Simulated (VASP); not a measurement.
Wanted: the native input for a VASP 6.6.1 run.

```yaml
Task: single point
Functional: r2SCAN
Potentials_or_basis: VASP PAW PBE potentials, release 64 (Ag)
Cutoff: 520 eV
k_mesh: 18 × 18 × 18
Occupations: gaussian, width 0.1 eV
Spin: no spin polarisation
Dipole_correction: no
Further_INCAR_settings: ALGO = Normal; EDIFF = 1e-06; NBANDS = 12
```

Crystal: Ag.

```xyz
1
Lattice="-1.5838 1.5838 1.5838 1.5838 -1.5838 1.5838 1.5838 1.5838 -1.5838" Properties=species:S:1:pos:R:3 pbc="T T T"
Ag    0.0000    0.0000    0.0000
```

This isn't the form of Ag at room conditions, which is fcc.

One way to write it, as run:

POSCAR

```
Ag
1.0
   -1.5837855308      1.5837855308      1.5837855308
    1.5837855308     -1.5837855308      1.5837855308
    1.5837855308      1.5837855308     -1.5837855308
Ag
1
Direct
    0.0000000000      0.0000000000      0.0000000000
```

INCAR.step1

```
SYSTEM = Ag
PREC = Accurate ; ENCUT = 520
ISMEAR = 0 ; SIGMA = 0.1
LREAL = .False. ; LASPH = .True.
NELM = 100 ; NBANDS = 12
GGA = PE ; ALGO = Normal
EDIFF = 1E-4 ; LWAVE = .True.
LCHARG = .False.
```

INCAR.step2

```
SYSTEM = Ag
PREC = Accurate ; ENCUT = 520
EDIFF = 1E-6 ; ISMEAR = 0
SIGMA = 0.1 ; LREAL = .False.
LASPH = .True. ; NELM = 100
ALGO = Normal ; ISIF = 2
LWAVE = .False. ; LCHARG = .False.
METAGGA = R2SCAN ; LMIXTAU = .True.
NBANDS = 12 ; ISTART = 1
```

KPOINTS

```
Automatic mesh
0
Gamma
  18 18 18
  0 0 0
```

Potentials or basis: VASP PAW PBE potentials, release 64 (Ag).

Command:

```console
$ cat potpaw_PBE.64/Ag/POTCAR > POTCAR
$ cp INCAR.step1 INCAR
$ mpirun -np 1 vasp_std > vasp.out
$ cp INCAR.step2 INCAR
$ mpirun -np 1 vasp_std > vasp.out
```

Results of the run:

```json
{
 "Pressure": "12.3 GPa",
 "Band gap on the k mesh": "zero (an odd number of electrons rules out a gap without spin polarisation)"
}
```

Caveat: the cell stands under pressure; the PAW data sets were made with another functional, which shifts forces and pressure a little.

It took 67 s on 1 thread of Intel(R) Xeon(R) Platinum 8488C (Sapphire Rapids), on a shared host, peak memory 0.16 GiB.
